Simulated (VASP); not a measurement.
Runs of VASP 6.6.1 on MgO. The structure is that of space group P6_3/mmc (No. 194), or close to it. The cells are those of the table. 

| cell | gap on the mesh (eV) | pressure (GPa) |
| --- | --- | --- |
| a = 3.397, b = 3.397, c = 4.071 Å, angles 90.0, 90.0, 120.0°, 4 atoms | 3.71 | 13.2 |
| a = 3.544, b = 3.544, c = 4.247 Å, angles 90.0, 90.0, 120.0°, 4 atoms | 3.07 | (a) |
| a = 3.427, b = 3.427, c = 4.107 Å, angles 90.0, 90.0, 120.0°, 4 atoms | 3.57 | (c) |
| a = 3.366, b = 3.366, c = 4.034 Å, angles 90.0, 90.0, 120.0°, 4 atoms | 3.85 | 18.6 |
| a = 3.457, b = 3.457, c = 4.143 Å, angles 90.0, 90.0, 120.0°, 4 atoms | 3.44 | 4.4 |
| a = 3.599, b = 3.599, c = 4.313 Å, angles 90.0, 90.0, 120.0°, 4 atoms | 2.85 | -9.9 |
| a = 3.486, b = 3.486, c = 4.178 Å, angles 90.0, 90.0, 120.0°, 4 atoms | 3.31 | 0.8 |
| a = 3.571, b = 3.571, c = 4.280 Å, angles 90.0, 90.0, 120.0°, 4 atoms | 2.96 | (b) |
| a = 3.515, b = 3.515, c = 4.213 Å, angles 90.0, 90.0, 120.0°, 4 atoms | 3.19 | (d) |

Alike in all rows: task single point; level PBEsol; potentials or basis VASP PAW PBE potentials, release 64 (Mg, O); no spin polarisation; k mesh 6 × 6 × 6; cutoff (eV) 520; smearing gaussian 0.01 eV.

Question: Estimate the missing entries.

Answer: (a) -5.3; (b) -7.7; (c) 8.5; (d) -2.4.

Caveats: the PAW data sets were made with another functional, which shifts forces and pressure a little.

